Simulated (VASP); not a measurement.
# Zn (Cmce) in VASP: a series of runs

Zn is run at these levels: PBE; tasks: single point.

Everything below comes from runs of VASP 6.6.1. Logs are shortened: lines on timing, memory, paths and dates and some standing lists are left out, and cuts for length are marked.

## (1) The cell of the first run

The typed cell holds 4 atoms: a = 6.000 Å, b = 6.000 Å, c = 3.183 Å, α = 90.00°, β = 90.00°, γ = 128.83°.

## (2) Single point, PBE (Hg replaced by Zn, lengths x 0.955, strained)

INCAR

```
  PREC = Accurate
  ENCUT = 520
  EDIFF = 1E-6
  ISMEAR = 0
  SIGMA = 0.1
  LREAL = F
  LASPH = T
  NELM = 100
  ALGO = Normal
  ISIF = 2
  LWAVE = F
  LCHARG = T
  GGA = PE
  LELF = T
  LVHAR = T
  NBANDS = 32
```

KPOINTS

```
Automatic mesh
0
Gamma
  10 10 14
```

POSCAR

```
Zn
1.0
    2.5911070574     -5.4119906006      0.0000000000
    2.5911070574      5.4119906006      0.0000000000
    0.0000000000      0.0000000000      3.1827458359
Zn
4
Direct
    0.3691655400      0.6308344600      0.5007497100
    0.8691655400      0.1308344600      0.9992502900
    0.1308344600      0.8691655400      0.0007497100
    0.6308344600      0.3691655400      0.4992502900
```

Potentials or basis: VASP PAW PBE potentials, release 64 (Zn).

Run with:

```sh
> cat potpaw_PBE.64/Zn/POTCAR > POTCAR
> mpirun -np 1 vasp_std > vasp.out
```

OUTCAR:

```text
PREC = Accurate
   ENCUT = 520
   EDIFF = 1E-6
   ISMEAR = 0
   LREAL = F
   LASPH = T
   NELM = 100
   ISIF = 2
   GGA = PE

 ion  position               nearest neighbor table
   1  0.369  0.631  0.501-   4 2.83   3 3.03   3 3.03   2 3.04   2 3.04   2 3.04   2 3.04
   2  0.869  0.131  0.999-   3 2.83   4 3.03   4 3.03   1 3.04   1 3.04   1 3.04   1 3.04
   3  0.131  0.869  0.001-   2 2.83   1 3.03   1 3.03   4 3.04   4 3.04   4 3.04   4 3.04
   4  0.631  0.369  0.499-   1 2.83   2 3.03   2 3.03   3 3.04   3 3.04   3 3.04   3 3.04

  LATTYP: Found a base centered orthorhombic cell.
 ALAT       =     5.1822141148
 B/A-ratio  =     2.0886788854
 C/A-ratio  =     0.6141671813

  Lattice vectors:

 A1 = (   2.5911070574,  -5.4119906006,   0.0000000000)
 A2 = (   2.5911070574,   5.4119906006,   0.0000000000)
 A3 = (   0.0000000000,   0.0000000000,   3.1827458359)

Analysis of symmetry for initial positions (statically):
=====================================================================
 Subroutine PRICEL returns:
 Original cell was already a primitive cell.

 Routine SETGRP: Setting up the symmetry group for a
 base centered orthorhombic supercell.

 Subroutine GETGRP returns: Found  8 space group operations
 (whereof  4 operations were pure point group operations)
 out of a pool of  8 trial point group operations.

The static configuration has the point symmetry C_2h.
 The point group associated with its full space group is D_2h.

Analysis of symmetry for dynamics (positions and initial velocities):
=====================================================================
 Subroutine PRICEL returns:
 Original cell was already a primitive cell.

 Routine SETGRP: Setting up the symmetry group for a
 base centered orthorhombic supercell.

 Subroutine GETGRP returns: Found  8 space group operations
 (whereof  4 operations were pure point group operations)
 out of a pool of  8 trial point group operations.

The dynamic configuration has the point symmetry C_2h.
 The point group associated with its full space group is D_2h.

 Subroutine INISYM returns: Found  8 space group operations
 (whereof  4 operations are pure point group operations),
 and found     1 'primitive' translations

----------------------------------------------------------------------------------------

                                     Primitive cell

  volume of cell :      89.2636

  direct lattice vectors                    reciprocal lattice vectors
     2.591107057 -5.411990601  0.000000000     0.192967712 -0.092387448  0.000000000
     2.591107057  5.411990601  0.000000000     0.192967712  0.092387448  0.000000000
     0.000000000  0.000000000  3.182745836     0.000000000  0.000000000  0.314194111

  length of vectors
     6.000289830  6.000289830  3.182745836     0.213943867  0.213943867  0.314194111

  position of ions in fractional coordinates (direct lattice)
     0.369165540  0.630834460  0.500749710
     0.869165540  0.130834460  0.999250290
     0.130834460  0.869165540  0.000749710
     0.630834460  0.369165540  0.499250290

  ion indices of the primitive-cell ions
   primitive index   ion index
                 1           1
                 2           2
                 3           3
                 4           4

----------------------------------------------------------------------------------------

 KPOINTS: Automatic mesh

Automatic generation of k-mesh.
 Grid dimensions read from file:
 generate k-points for:   10   10   14

 Generating k-lattice:

  Cartesian coordinates                     Fractional coordinates (reciprocal lattice)
     0.019296771 -0.009238745  0.000000000     0.100000000  0.000000000  0.000000000
     0.019296771  0.009238745  0.000000000     0.000000000  0.100000000  0.000000000
     0.000000000  0.000000000  0.022442437     0.000000000  0.000000000  0.071428571

  Length of vectors
     0.021394387  0.021394387  0.022442437

  Shift w.r.t. Gamma in fractional coordinates (k-lattice)
     0.000000000  0.000000000  0.000000000

 Subroutine IBZKPT returns following result:
 ===========================================

 Found    248 irreducible k-points:

 Following reciprocal coordinates:
            Coordinates               Weight
  0.000000  0.000000  0.000000      1.000000
  0.100000 -0.000000  0.000000      4.000000
  0.200000 -0.000000  0.000000      4.000000
  0.300000 -0.000000  0.000000      4.000000
  0.400000  0.000000  0.000000      4.000000
  0.500000 -0.000000  0.000000      2.000000
[... 16 lines left out ...]
  0.300000  0.300000  0.000000      2.000000
  0.400000  0.300000  0.000000      4.000000
 [... further k-points ...]
   k-points           NKPTS =    248   k-points in BZ     NKDIM =    248   number of bands    NBANDS=     32
   number of dos      NEDOS =    301   number of ions     NIONS =      4
   total plane-waves  NPLWV =  55296
   dimension x,y,z NGX =    48 NGY =   48 NGZ =   24
   dimension x,y,z NGXF=    96 NGYF=   96 NGZF=   48
   ions per type =               4
   NGX,Y,Z   is equivalent  to a cutoff of  13.30, 13.30, 12.54 a.u.
   NGXF,Y,Z  is equivalent  to a cutoff of  26.60, 26.60, 25.07 a.u.
 SYSTEM =  unknown system
   PREC   = accura    normal or accurate (medium, high low for compatibility)
   ISTART =      0    job   : 0-new  1-cont  2-samecut
   ICHARG =      2    charge: 1-file 2-atom 10-const
   ISPIN  =      1    spin polarized calculation?
   LNONCOLLINEAR =      F non collinear calculations
   LSORBIT =      F    spin-orbit coupling
   LASPH  =      T    aspherical Exc in radial PAW
   ENCUT  =  520.0 eV  38.22 Ry    6.18 a.u.  11.16 11.16  5.92*2*pi/ulx,y,z
   NELM   =    100;   NELMIN=  2; NELMDL= -5     # of ELM steps
   EDIFF  = 0.1E-05   stopping-criterion for ELM
   LREAL  =      F    real-space projection
   EDIFFG = 0.1E-04   stopping-criterion for IOM
   NSW    =      0    number of steps for IOM
   IBRION =     -1    ionic relax: 0-MD 1-quasi-New 2-CG
   NFREE  =      0    steps in history (QN), initial steepest desc. (CG)
   ISIF   =      2    stress and relaxation
   ISYM   =      2    0-nonsym 1-usesym 2-fastsym
   POTIM  = 0.5000    time-step for ionic-motion
   TEBEG  =    0.0;   TEEND  =   0.0 temperature during run
   PSTRESS=    0.0 pullay stress
   NELECT =      48.0000    total number of electrons
   NUPDOWN=      -1.0000    fix difference up-down
   EMIN   =  10.00;   EMAX   =-10.00  energy-range for DOS
   EFERMI =   0.00;   METHOD = LEGACY
   ISMEAR =     0;   SIGMA  =   0.10  broadening in eV -4-tet -1-fermi 0-gaus
   EFERMI_NEDOS =   21; number of points for ismear=-14 and -15
   IALGO  =     38    algorithm
   IMIX   =      4    mixing-type and parameters
     AMIX     =   0.40;   BMIX     =  1.00
     AMIX_MAG =   1.60;   BMIX_MAG =  1.00
  volume/ion in A,a.u.               =      22.32       150.60
  Fermi-wavevector in a.u.,A,eV,Ry     =   1.331263  2.515722 24.113070  1.772261
  Thomas-Fermi vector in A             =   2.460287
   LORBIT       =      0    0 simple, 1 ext, 2 COOP (PROOUT), +10 PAW based schemes
   GGA     = PE    functional components
   LHFCALC =     F    Hartree Fock is set to
   AEXX    =    0.0000 exact exchange contribution
   IVDW    =     0    specifies the selected vdW correction
   LEPSILON=     F    determine dielectric tensor
   LRPA    =     F    only Hartree local field effects (RPA)
 non-spin polarized calculation
 Gauss-broadening in eV      SIGMA  =   0.10
  energy-cutoff  :      520.00
  volume of cell :       89.26
 maximum number of plane-waves:      2428
 NGX is ok and might be reduce to    48
   NGX = 23   NGY = 23   NGZ = 11

 number of electron      48.0000027 magnetization

 Free energy of the ion-electron system (eV)
  ---------------------------------------------------
  ext. energy  EPLUGINS =         0.00000000
  ---------------------------------------------------
  free energy    TOTEN  =        -3.16059461 eV

  energy without entropy =       -3.15289591  energy(sigma->0) =       -3.15674526

 E-fermi :   0.7438     XC(G=0):  -9.6572

 val. band max:        0.7410523239   @ k =  -0.4000   0.3000   0.1429
 cond. band min:       0.7790620286   @ k =   0.2000   0.2000   0.3571
 fundamental gap:      0.0380097047
 Fermi energy:         0.7437937324

 k-point     1 :       0.0000    0.0000    0.0000
  band No.  band energies     occupation
      1      -6.9410      2.00000
      2      -6.4129      2.00000
      3      -6.3500      2.00000
      4      -6.3400      2.00000
      5      -6.3050      2.00000
      6      -6.2160      2.00000
[... 24 lines left out ...]
     31      10.6142      0.00000
     32      11.2612      0.00000

 k-point     2 :       0.1000   -0.0000    0.0000
  band No.  band energies     occupation
      1      -6.8721      2.00000
      2      -6.4062      2.00000
      3      -6.3552      2.00000
      4      -6.3149      2.00000
      5      -6.3015      2.00000
      6      -6.2309      2.00000
[... 24 lines left out ...]
     31      10.6718      0.00000
     32      11.2735      0.00000

 k-point     3 :       0.2000   -0.0000    0.0000
  band No.  band energies     occupation
      1      -6.6719      2.00000
      2      -6.3870      2.00000
      3      -6.3459      2.00000
      4      -6.2917      2.00000
      5      -6.2671      2.00000
      6      -6.2439      2.00000
[... 24 lines left out ...]
     31      10.7914      0.00000
     32      11.3266      0.00000

 k-point     4 :       0.3000   -0.0000    0.0000
  band No.  band energies     occupation
      1      -6.4134      2.00000
      2      -6.3596      2.00000
      3      -6.2944      2.00000
      4      -6.2778      2.00000
      5      -6.2414      2.00000
      6      -6.2069      2.00000
[... 24 lines left out ...]
     31      10.4212      0.00000
     32      10.8847      0.00000

 k-point     5 :       0.4000    0.0000    0.0000
  band No.  band energies     occupation
      1      -6.3414      2.00000
      2      -6.3333      2.00000
      3      -6.2617      2.00000
      4      -6.2292      2.00000
      5      -6.2215      2.00000
      6      -6.1468      2.00000
[... 584 lines left out ...]
     31       9.5003      0.00000
     32      10.3018      0.00000

 k-point    22 :      -0.2000    0.2000    0.0000
  band No.  band energies     occupation
      1      -6.7449      2.00000
      2      -6.4083      2.00000
      3      -6.3948      2.00000
      4      -6.3381      2.00000
      5      -6.3244      2.00000
      6      -6.2627      2.00000
[... 24 lines left out ...]
     31      10.3062      0.00000
     32      10.5377      0.00000

 k-point    23 :       0.3000    0.3000    0.0000
  band No.  band energies     occupation
      1      -6.3608      2.00000
      2      -6.3483      2.00000
      3      -6.2802      2.00000
      4      -6.2628      2.00000
      5      -6.2040      2.00000
      6      -6.1384      2.00000
[... 24 lines left out ...]
     31       9.3847      0.00000
     32       9.4351      0.00000

 k-point    24 :       0.4000    0.3000    0.0000
  band No.  band energies     occupation
      1      -6.3777      2.00000
      2      -6.3690      2.00000
      3      -6.3308      2.00000
      4      -6.2971      2.00000
      5      -6.2055      2.00000
      6      -6.1558      2.00000
[... 24 lines left out ...]
     31       9.6828      0.00000
     32       9.8835      0.00000

 [... further k-points ...]
[... 5 lines left out ...]
  --------------------------------------------------------------------------------------
  -------------------------------------------------------------------------------------
  Total       -4.1988295     -4.0593454     -4.2655201      0.0000000      0.0000000      0.0000000
  in kB      -75.3640928    -72.8605161    -76.5611107      0.0000000      0.0000000      0.0000000
  external PRESSURE =     -74.9285732 kB  Pullay stress =       0.0000000 kB

 VOLUME and BASIS-vectors are now :
 -----------------------------------------------------------------------------
  energy-cutoff  :      520.00
  volume of cell :       89.26
      direct lattice vectors                 reciprocal lattice vectors
     2.591107057 -5.411990601  0.000000000     0.192967712 -0.092387448  0.000000000
     2.591107057  5.411990601  0.000000000     0.192967712  0.092387448  0.000000000
     0.000000000  0.000000000  3.182745836     0.000000000  0.000000000  0.314194111

 POSITION                                       TOTAL-FORCE (eV/Angst)
 -----------------------------------------------------------------------------------
      2.59111      1.41615      1.59376         0.000000      0.018580     -0.000461
      2.59111     -3.99584      3.18036         0.000000      0.018580      0.000461
      2.59111      3.99584      0.00239         0.000000     -0.018580     -0.000461
      2.59111     -1.41615      1.58899         0.000000     -0.018580      0.000461
 -----------------------------------------------------------------------------------
    total drift:                                0.000000      0.000000      0.000000

  FREE ENERGIE OF THE ION-ELECTRON SYSTEM (eV)
  ---------------------------------------------------
  free  energy   TOTEN  =        -3.1605946123 eV

  energy  without entropy=       -3.1528959145  energy(sigma->0) =       -3.15674526
```

It took 5.9 min on 1 thread of Intel Xeon 6975P-C (Granite Rapids), shared host; peak memory 0.58 GiB.

Results:

- Free energy: -3.1606 eV
- Pressure: -7.5 GPa
- Largest force: 0.019 eV/Å
- Band gap on the k mesh: zero (band 24 reaches 2.23 eV, above the bottom of band 25 at -0.70 eV)

Forces in eV/Å, atoms in the order of the input:
```
Zn   0.000  0.019  0.000
Zn   0.000  0.019  0.000
Zn   0.000 -0.019  0.000
Zn   0.000 -0.019  0.000
```

Levels at points of the mesh, in eV from the Fermi level:
| k point | band 21 | band 22 | band 23 | band 24 | band 25 | band 26 | band 27 | band 28 |
| --- | --- | --- | --- | --- | --- | --- | --- | --- |
| (0.00, 0.00, 0.00) | -6.48 | -2.43 | -1.72 | -1.00 | -0.62 | -0.27 | 0.23 | 6.52 |
| (0.50, 0.00, 0.00) | -5.79 | -5.79 | -3.12 | -3.12 | 2.33 | 2.33 | 5.76 | 5.76 |
| (0.50, 0.50, 0.00) | -6.36 | -5.99 | -1.88 | -1.47 | 2.49 | 2.70 | 3.16 | 4.35 |
| (0.00, 0.00, 0.50) | -3.68 | -3.68 | 0.88 | 0.88 | 1.82 | 1.82 | 2.69 | 2.69 |
| (0.50, 0.00, 0.50) | -2.04 | -2.04 | -1.77 | -1.77 | 0.36 | 0.36 | 1.11 | 1.11 |
| (0.50, 0.50, 0.50) | -2.57 | -2.57 | -2.23 | -2.23 | 1.72 | 1.72 | 2.83 | 2.83 |

Caveat: the cell differs from its parent crystal (Hg replaced by Zn, lengths x 0.955, strained).

## (3) Single point, PBE (Hg replaced by Zn, lengths x 0.955, strained)

INCAR

```
  PREC = Accurate
  ENCUT = 520
  EDIFF = 1E-6
  ISMEAR = 0
  SIGMA = 0.1
  LREAL = False
  LASPH = True
  NELM = 100
  ALGO = Normal
  ISIF = 2
  LWAVE = False
  LCHARG = False
  GGA = PE
  NBANDS = 32
```

KPOINTS

```
Automatic mesh
0
Gamma
  4 4 6
```

POSCAR is that of step 2.

Potentials or basis: VASP PAW PBE potentials, release 64 (Zn).

Run with:

```sh
> cat potpaw_PBE.64/Zn/POTCAR > POTCAR
> mpirun -np 1 vasp_std > vasp.out
```

OUTCAR:

```text
PREC = Accurate
   ENCUT = 520
   EDIFF = 1E-6
   ISMEAR = 0
   LREAL = False
   LASPH = True
   NELM = 100
   ISIF = 2
   GGA = PE

 ion  position               nearest neighbor table
   1  0.369  0.631  0.501-   4 2.83   3 3.03   3 3.03   2 3.04   2 3.04   2 3.04   2 3.04
   2  0.869  0.131  0.999-   3 2.83   4 3.03   4 3.03   1 3.04   1 3.04   1 3.04   1 3.04
   3  0.131  0.869  0.001-   2 2.83   1 3.03   1 3.03   4 3.04   4 3.04   4 3.04   4 3.04
   4  0.631  0.369  0.499-   1 2.83   2 3.03   2 3.03   3 3.04   3 3.04   3 3.04   3 3.04

[... 1045 lines left out ...]
  --------------------------------------------------------------------------------------
  -------------------------------------------------------------------------------------
  Total       -2.9384068     -4.3049849     -5.0130949      0.0000000      0.0000000      0.0000000
  in kB      -52.7409752    -77.2694588    -89.9792069      0.0000000      0.0000000      0.0000000
  external PRESSURE =     -73.3298803 kB  Pullay stress =       0.0000000 kB

 VOLUME and BASIS-vectors are now :
 -----------------------------------------------------------------------------
  energy-cutoff  :      520.00
  volume of cell :       89.26
      direct lattice vectors                 reciprocal lattice vectors
     2.591107057 -5.411990601  0.000000000     0.192967712 -0.092387448  0.000000000
     2.591107057  5.411990601  0.000000000     0.192967712  0.092387448  0.000000000
     0.000000000  0.000000000  3.182745836     0.000000000  0.000000000  0.314194111

 POSITION                                       TOTAL-FORCE (eV/Angst)
 -----------------------------------------------------------------------------------
      2.59111      1.41615      1.59376         0.000000     -0.006068     -0.000663
      2.59111     -3.99584      3.18036         0.000000     -0.006068      0.000663
      2.59111      3.99584      0.00239         0.000000      0.006068     -0.000663
      2.59111     -1.41615      1.58899         0.000000      0.006068      0.000663
 -----------------------------------------------------------------------------------
    total drift:                                0.000000      0.000000      0.000000

  FREE ENERGIE OF THE ION-ELECTRON SYSTEM (eV)
  ---------------------------------------------------
  free  energy   TOTEN  =        -3.0783671885 eV

  energy  without entropy=       -3.0611284774  energy(sigma->0) =       -3.06974783
```

It took 40 s on 1 thread of Intel Xeon 6975P-C (Granite Rapids), shared host; peak memory 0.24 GiB.

What came out:

```
Free energy            : -3.0784 eV
Pressure               : -7.3 GPa
Largest force          : 0.006 eV/Å
Band gap on the k mesh : zero (band 24 reaches 1.62 eV, above the bottom of band 25 at 0.05 eV)
```

Forces on the atoms (eV/Å):
```
Zn   0.000 -0.006 -0.001
Zn   0.000 -0.006  0.001
Zn   0.000  0.006 -0.001
Zn   0.000  0.006  0.001
```

Levels at points of the mesh, in eV from the Fermi level:
| k point | band 21 | band 22 | band 23 | band 24 | band 25 | band 26 | band 27 | band 28 |
| --- | --- | --- | --- | --- | --- | --- | --- | --- |
| (0.00, 0.00, 0.00) | -6.55 | -2.50 | -1.79 | -1.07 | -0.68 | -0.34 | 0.17 | 6.45 |
| (0.50, 0.00, 0.00) | -5.85 | -5.85 | -3.19 | -3.19 | 2.26 | 2.26 | 5.69 | 5.69 |
| (0.50, 0.50, 0.00) | -6.44 | -6.05 | -1.95 | -1.54 | 2.42 | 2.63 | 3.09 | 4.28 |
| (0.00, 0.00, 0.50) | -3.75 | -3.75 | 0.81 | 0.81 | 1.75 | 1.75 | 2.62 | 2.62 |
| (0.50, 0.00, 0.50) | -2.10 | -2.10 | -1.84 | -1.84 | 0.29 | 0.29 | 1.05 | 1.05 |
| (0.50, 0.50, 0.50) | -2.64 | -2.64 | -2.30 | -2.30 | 1.65 | 1.65 | 2.76 | 2.76 |

Caveat: the cell differs from its parent crystal (Hg replaced by Zn, lengths x 0.955, strained).
